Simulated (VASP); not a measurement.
Crystal: CuI.

```xyz
2
Lattice="0.0000 3.0315 3.0315 3.0315 0.0000 3.0315 3.0315 3.0315 0.0000" Properties=species:S:1:pos:R:3 pbc="T T T"
I     0.0000    0.0000    0.0000
Cu    4.5473    4.5473    4.5473
```

* Program: VASP 6.6.1
* Task: relaxation of cell and atoms
* Functional: BLYP
* Potentials or basis: VASP PAW PBE potentials, release 64 (I, Cu)
* Cutoff: 600 eV
* k mesh: 8 × 8 × 8
* Occupations: fermi-dirac, width 0.05 eV
* Spin: no spin polarisation

At the start: pressure 3.6 GPa; volume 27.86 Å³/atom.

**Question.** Where does the relaxation end?

**Answer.** Over 4 steps the energy falls by 28.8 meV/atom and the volume is 30.66 Å³/atom (+10.1 %); space group F-43m (No. 216, to 0.1 Å) before and after.

The path:
```csv
step,energy change (eV),largest force (eV/Å),pressure (GPa),volume (Å³)
1,0.0000,0.0000,3.63,55.72
2,-0.0575,0.0000,0.23,60.96
3,-0.0576,0.0000,-0.11,61.50
4,-0.0577,0.0000,-0.01,61.33
```

Final structure:
```
CELL_PARAMETERS angstrom
0.00000 3.12998 3.12998
3.12998 0.00000 3.12998
3.12998 3.12998 0.00000
ATOMIC_POSITIONS crystal
I 0.00000 0.00000 0.00000
Cu 0.75000 0.75000 0.75000
```

Caveat: the PAW data sets were made with another functional, which shifts forces and pressure a little.
